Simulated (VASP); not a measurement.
# TePb (Pm-3m) in VASP: a series of runs

TePb is run at these levels: revPBE+D4, LDA; tasks: single point.

Program: VASP 6.6.1. These are calculated values, not measurements. Logs are shortened: lines on timing, memory, paths and dates and some standing lists are left out, and cuts for length are marked.

## 1. The cell of the first run

The structure is cubic, space group Pm-3m (No. 221). The conventional cell has a = 4.018 Å, b = 4.018 Å, c = 4.018 Å, α = 90.00°, β = 90.00°, γ = 90.00°. Within 4.6 Å of Pb (site symmetry m-3m) lie 8 Te at 3.48 Å and 6 Pb at 4.02 Å. Te (site symmetry m-3m) has 8 Pb at 3.48 Å and 6 Te at 4.02 Å within 4.6 Å.

## 2. Single point, revPBE+D4

The input, INCAR:

```
PREC = Accurate
ENCUT = 520
EDIFF = 1E-7
ISMEAR = -1
SIGMA = 0.05
LREAL = F
LASPH = T
NELM = 60
ALGO = Normal
ISIF = 2
LWAVE = F
LCHARG = T
GGA = RE
IVDW = 13
LELF = T
LVHAR = T
NBANDS = 17
```

The input, KPOINTS:

```
Automatic mesh
0
Gamma
  7 7 7
```

The input, POSCAR:

```
TePb
1.0
    4.0181677483      0.0000000000      0.0000000000
    0.0000000000      4.0181677483      0.0000000000
    0.0000000000      0.0000000000      4.0181677483
Pb Te
1 1
Direct
    0.0000000000      0.0000000000      0.0000000000
    0.5000000000      0.5000000000      0.5000000000
```

Potentials or basis: VASP PAW PBE potentials, release 64 (Pb_d, Te).

Launch:

```sh
> cat potpaw_PBE.64/Pb_d/POTCAR potpaw_PBE.64/Te/POTCAR > POTCAR
> mpirun -np 1 vasp_std > vasp.out
```

OUTCAR:

```text
PREC = Accurate
   ENCUT = 520
   EDIFF = 1E-7
   ISMEAR = -1
   LREAL = F
   LASPH = T
   NELM = 60
   ISIF = 2
   GGA = RE
   IVDW = 13

 ion  position               nearest neighbor table
   1  0.000  0.000  0.000-   2 3.48   2 3.48   2 3.48   2 3.48   2 3.48   2 3.48   2 3.48   2 3.48

   2  0.500  0.500  0.500-   1 3.48   1 3.48   1 3.48   1 3.48   1 3.48   1 3.48   1 3.48   1 3.48

  LATTYP: Found a simple cubic cell.
 ALAT       =     4.0181677483

  Lattice vectors:

 A1 = (   4.0181677483,   0.0000000000,   0.0000000000)
 A2 = (   0.0000000000,   4.0181677483,   0.0000000000)
 A3 = (   0.0000000000,   0.0000000000,   4.0181677483)

Analysis of symmetry for initial positions (statically):
=====================================================================
 Subroutine PRICEL returns:
 Original cell was already a primitive cell.

 Routine SETGRP: Setting up the symmetry group for a
 simple cubic supercell.

 Subroutine GETGRP returns: Found 48 space group operations
 (whereof 48 operations were pure point group operations)
 out of a pool of 48 trial point group operations.

The static configuration has the point symmetry O_h .

Analysis of symmetry for dynamics (positions and initial velocities):
=====================================================================
 Subroutine PRICEL returns:
 Original cell was already a primitive cell.

 Routine SETGRP: Setting up the symmetry group for a
 simple cubic supercell.

 Subroutine GETGRP returns: Found 48 space group operations
 (whereof 48 operations were pure point group operations)
 out of a pool of 48 trial point group operations.

The dynamic configuration has the point symmetry O_h .

 Subroutine INISYM returns: Found 48 space group operations
 (whereof 48 operations are pure point group operations),
 and found     1 'primitive' translations

----------------------------------------------------------------------------------------

                                     Primitive cell

  volume of cell :      64.8760

  direct lattice vectors                    reciprocal lattice vectors
     4.018167748  0.000000000  0.000000000     0.248869650  0.000000000  0.000000000
     0.000000000  4.018167748  0.000000000     0.000000000  0.248869650  0.000000000
     0.000000000  0.000000000  4.018167748     0.000000000  0.000000000  0.248869650

  length of vectors
     4.018167748  4.018167748  4.018167748     0.248869650  0.248869650  0.248869650

  position of ions in fractional coordinates (direct lattice)
     0.000000000  0.000000000  0.000000000
     0.500000000  0.500000000  0.500000000

  ion indices of the primitive-cell ions
   primitive index   ion index
                 1           1
                 2           2

----------------------------------------------------------------------------------------

 KPOINTS: Automatic mesh

Automatic generation of k-mesh.
 Grid dimensions read from file:
 generate k-points for:    7    7    7

 Generating k-lattice:

  Cartesian coordinates                     Fractional coordinates (reciprocal lattice)
     0.035552807  0.000000000  0.000000000     0.142857143  0.000000000  0.000000000
     0.000000000  0.035552807  0.000000000     0.000000000  0.142857143  0.000000000
     0.000000000  0.000000000  0.035552807     0.000000000  0.000000000  0.142857143

  Length of vectors
     0.035552807  0.035552807  0.035552807

  Shift w.r.t. Gamma in fractional coordinates (k-lattice)
     0.000000000  0.000000000  0.000000000

 Subroutine IBZKPT returns following result:
 ===========================================

 Found     20 irreducible k-points:

 Following reciprocal coordinates:
            Coordinates               Weight
  0.000000  0.000000  0.000000      1.000000
  0.142857  0.000000  0.000000      6.000000
  0.285714  0.000000  0.000000      6.000000
  0.428571  0.000000  0.000000      6.000000
  0.142857  0.142857  0.000000     12.000000
  0.285714  0.142857  0.000000     24.000000
[... 12 lines left out ...]
  0.428571  0.428571  0.285714     24.000000
  0.428571  0.428571  0.428571      8.000000
   k-points           NKPTS =     20   k-points in BZ     NKDIM =     20   number of bands    NBANDS=     17
   number of dos      NEDOS =    301   number of ions     NIONS =      2
   total plane-waves  NPLWV =  27000
   dimension x,y,z NGX =    30 NGY =   30 NGZ =   30
   dimension x,y,z NGXF=    60 NGYF=   60 NGZF=   60
   ions per type =               1   1
   NGX,Y,Z   is equivalent  to a cutoff of  12.41, 12.41, 12.41 a.u.
   NGXF,Y,Z  is equivalent  to a cutoff of  24.82, 24.82, 24.82 a.u.
 SYSTEM =  unknown system
   PREC   = accura    normal or accurate (medium, high low for compatibility)
   ISTART =      0    job   : 0-new  1-cont  2-samecut
   ICHARG =      2    charge: 1-file 2-atom 10-const
   ISPIN  =      1    spin polarized calculation?
   LNONCOLLINEAR =      F non collinear calculations
   LSORBIT =      F    spin-orbit coupling
   LASPH  =      T    aspherical Exc in radial PAW
   ENCUT  =  520.0 eV  38.22 Ry    6.18 a.u.   7.47  7.47  7.47*2*pi/ulx,y,z
   NELM   =     60;   NELMIN=  2; NELMDL= -5     # of ELM steps
   EDIFF  = 0.1E-06   stopping-criterion for ELM
   LREAL  =      F    real-space projection
   EDIFFG = 0.1E-05   stopping-criterion for IOM
   NSW    =      0    number of steps for IOM
   IBRION =     -1    ionic relax: 0-MD 1-quasi-New 2-CG
   NFREE  =      0    steps in history (QN), initial steepest desc. (CG)
   ISIF   =      2    stress and relaxation
   ISYM   =      2    0-nonsym 1-usesym 2-fastsym
   POTIM  = 0.5000    time-step for ionic-motion
   TEBEG  =    0.0;   TEEND  =   0.0 temperature during run
   PSTRESS=    0.0 pullay stress
   NELECT =      20.0000    total number of electrons
   NUPDOWN=      -1.0000    fix difference up-down
   EMIN   =  10.00;   EMAX   =-10.00  energy-range for DOS
   EFERMI =   0.00;   METHOD = LEGACY
   ISMEAR =    -1;   SIGMA  =   0.05  broadening in eV -4-tet -1-fermi 0-gaus
   EFERMI_NEDOS =   21; number of points for ismear=-14 and -15
   IALGO  =     38    algorithm
   IMIX   =      4    mixing-type and parameters
     AMIX     =   0.40;   BMIX     =  1.00
     AMIX_MAG =   1.60;   BMIX_MAG =  1.00
  volume/ion in A,a.u.               =      32.44       218.90
  Fermi-wavevector in a.u.,A,eV,Ry     =   1.105919  2.089884 16.640707  1.223057
  Thomas-Fermi vector in A             =   2.242413
   LORBIT       =      0    0 simple, 1 ext, 2 COOP (PROOUT), +10 PAW based schemes
   GGA     = RE    functional components
   LHFCALC =     F    Hartree Fock is set to
   AEXX    =    0.0000 exact exchange contribution
   IVDW    =    13    specifies the selected vdW correction
   LEPSILON=     F    determine dielectric tensor
   LRPA    =     F    only Hartree local field effects (RPA)
 non-spin polarized calculation
  energy-cutoff  :      520.00
  volume of cell :       64.88
 maximum number of plane-waves:      1767
 NGX is ok and might be reduce to    30
   NGX = 15   NGY = 15   NGZ = 15

 number of electron      20.0000012 magnetization

 Free energy of the ion-electron system (eV)
  ---------------------------------------------------
  ext. energy  EPLUGINS =         0.00000000
  ---------------------------------------------------
  free energy    TOTEN  =        -6.43765291 eV

  energy without entropy =       -6.42530098  energy(sigma->0) =       -6.43147695

 E-fermi :   6.3494     XC(G=0):  -9.5553

 val. band max:        6.3375126810   @ k =   0.4286   0.2857   0.0000
 cond. band min:       6.3975662912   @ k =   0.4286   0.4286   0.2857
 fundamental gap:      0.0600536102
 Fermi energy:         6.3494093879

 k-point     1 :       0.0000    0.0000    0.0000
  band No.  band energies     occupation
      1     -10.8965      2.00000
      2     -10.8965      2.00000
      3     -10.8159      2.00000
      4     -10.8159      2.00000
      5     -10.8159      2.00000
      6      -5.7313      2.00000
[... 9 lines left out ...]
     16      16.1609      0.00000
     17      17.2897      0.00000

 k-point     2 :       0.1429    0.0000    0.0000
  band No.  band energies     occupation
      1     -10.8959      2.00000
      2     -10.8842      2.00000
      3     -10.8204      2.00000
      4     -10.8204      2.00000
      5     -10.8156      2.00000
      6      -5.5720      2.00000
[... 9 lines left out ...]
     16      16.3679      0.00000
     17      16.6937      0.00000

 k-point     3 :       0.2857    0.0000    0.0000
  band No.  band energies     occupation
      1     -10.8945      2.00000
      2     -10.8566      2.00000
      3     -10.8304      2.00000
      4     -10.8304      2.00000
      5     -10.8148      2.00000
      6      -5.1207      2.00000
[... 9 lines left out ...]
     16      14.6458      0.00000
     17      16.8746      0.00000

 k-point     4 :       0.4286    0.0000    0.0000
  band No.  band energies     occupation
      1     -10.8934      2.00000
      2     -10.8383      2.00000
      3     -10.8383      2.00000
      4     -10.8345      2.00000
      5     -10.8142      2.00000
      6      -4.5435      2.00000
[... 9 lines left out ...]
     16      16.8755      0.00000
     17      17.7031      0.00000
[... 263 lines left out ...]
      1     -10.8595      2.00000
      2     -10.8539      2.00000
      3     -10.8435      2.00000
      4     -10.8314      2.00000
      5     -10.8089      2.00000
      6      -3.7787      2.00000
[... 9 lines left out ...]
     16      15.8171      0.00000
     17      18.1431      0.00000

 k-point    19 :       0.4286    0.4286    0.2857
  band No.  band energies     occupation
      1     -10.8685      2.00000
      2     -10.8530      2.00000
      3     -10.8524      2.00000
      4     -10.8197      2.00000
      5     -10.7964      2.00000
      6      -3.5610      2.00000
[... 9 lines left out ...]
     16      17.3294      0.00000
     17      18.5022      0.00000

 k-point    20 :       0.4286    0.4286    0.4286
  band No.  band energies     occupation
      1     -10.8643      2.00000
      2     -10.8627      2.00000
      3     -10.8627      2.00000
      4     -10.7959      2.00000
      5     -10.7959      2.00000
      6      -3.4071      2.00000
[... 9 lines left out ...]
     16      18.6753      0.00000
     17      20.6287      0.00000

------------------------ aborting loop because EDIFF is reached ----------------------------------------

  DFT-D4 for vdW energy calculation

  Edisp (eV):   -1.45249

  FORCE on cell =-STRESS in cart. coord.  units (eV):
  Direction    XX          YY          ZZ          XY          YZ          ZX
  --------------------------------------------------------------------------------------
  -------------------------------------------------------------------------------------
  Total      -0.01875    -0.01875    -0.01875    -0.00000     0.00000    -0.00000
  in kB      -0.46316    -0.46316    -0.46316    -0.00000     0.00000    -0.00000
  external pressure =       -0.46 kB  Pullay stress =        0.00 kB

 VOLUME and BASIS-vectors are now :
 -----------------------------------------------------------------------------
  energy-cutoff  :      520.00
  volume of cell :       64.88
      direct lattice vectors                 reciprocal lattice vectors
     4.018167748  0.000000000  0.000000000     0.248869650  0.000000000  0.000000000
     0.000000000  4.018167748  0.000000000     0.000000000  0.248869650  0.000000000
     0.000000000  0.000000000  4.018167748     0.000000000  0.000000000  0.248869650

 POSITION                                       TOTAL-FORCE (eV/Angst)
 -----------------------------------------------------------------------------------
      0.00000      0.00000      0.00000         0.000000      0.000000      0.000000
      2.00908      2.00908      2.00908         0.000000      0.000000      0.000000
 -----------------------------------------------------------------------------------
    total drift:                                0.000000     -0.000000     -0.000000

  FREE ENERGIE OF THE ION-ELECTRON SYSTEM (eV)
  ---------------------------------------------------
  free  energy   TOTEN  =        -7.8901458298 eV

  energy  without entropy=       -7.8777938961  energy(sigma->0) =       -7.88396986
```

Run time: 20 s. Hardware: 1 thread of Intel Xeon Platinum 8488C (Sapphire Rapids), shared host; peak memory 0.18 GiB.

Results:

```
Free energy                : -7.8901 eV
Pressure                   : 0.0 GPa
Band gap on the k mesh     : zero (band 10 reaches 6.51 eV, above the bottom of band 11 at 5.77 eV)
Dispersion energy per atom : -0.726 eV
```

Levels at points of the mesh, in eV from the Fermi level:
```
           k point  band 6  band 7  band 8  band 9  band 10  band 11  band 12  band 13  band 14  band 15
(0.00, 0.00, 0.00)  -12.08   -6.81   -1.55   -1.55    -1.55     4.02     4.02     5.17     5.17     5.17
```

Caveat: the PAW data sets were made with another functional, which shifts forces and pressure a little; spin-orbit coupling is left out, which moves the levels of the heavy elements; pairwise dispersion overbinds metals, which lowers pressure and volume.

## 3. Single point, LDA

This run uses another cell than the first one, of 32.05 Å³/atom, 0.988 times its volume.

The input, INCAR:

```
  ALGO = Normal
  EDIFF = 1E-7
  ENCUT = 520
  GGA = CA
  ISIF = 2
  ISMEAR = -1
  LASPH = T
  LCHARG = F
  LREAL = F
  LWAVE = F
  NBANDS = 17
  NELM = 100
  PREC = Accurate
  SIGMA = 0.05
```

The input, KPOINTS:

```
k-points
0
Gamma
  7 7 7
```

The input, POSCAR:

```
TePb
1.0
    4.0022870000      0.0000000000      0.0000000000
    0.0000000000      4.0022870000      0.0000000000
    0.0000000000      0.0000000000      4.0022870000
Pb Te
1 1
Direct
    0.0000000000      0.0000000000      0.0000000000
    0.5000000000      0.5000000000      0.5000000000
```

Potentials or basis: VASP PAW LDA potentials, release 64 (Pb_d, Te).

Launch:

```sh
> cat potpaw_LDA.64/Pb_d/POTCAR potpaw_LDA.64/Te/POTCAR > POTCAR
> mpirun -np 1 vasp_std > vasp.out
```

Wall time 16 s (1 thread of Intel Xeon Platinum 8488C (Sapphire Rapids), shared host); peak memory 0.16 GiB.

It converged, with:

```
Free energy            : -8.2980 eV
Pressure               : -4.0 GPa
Band gap on the k mesh : zero (band 10 reaches 6.35 eV, above the bottom of band 11 at 5.52 eV)
```

Levels at points of the mesh, in eV from the Fermi level:
```tsv
k point	band 6	band 7	band 8	band 9	band 10	band 11	band 12	band 13	band 14	band 15
(0.00, 0.00, 0.00)	-12.17	-6.82	-1.55	-1.55	-1.55	4.05	4.05	5.17	5.17	5.17
```

Caveat: spin-orbit coupling is left out, which moves the levels of the heavy elements.
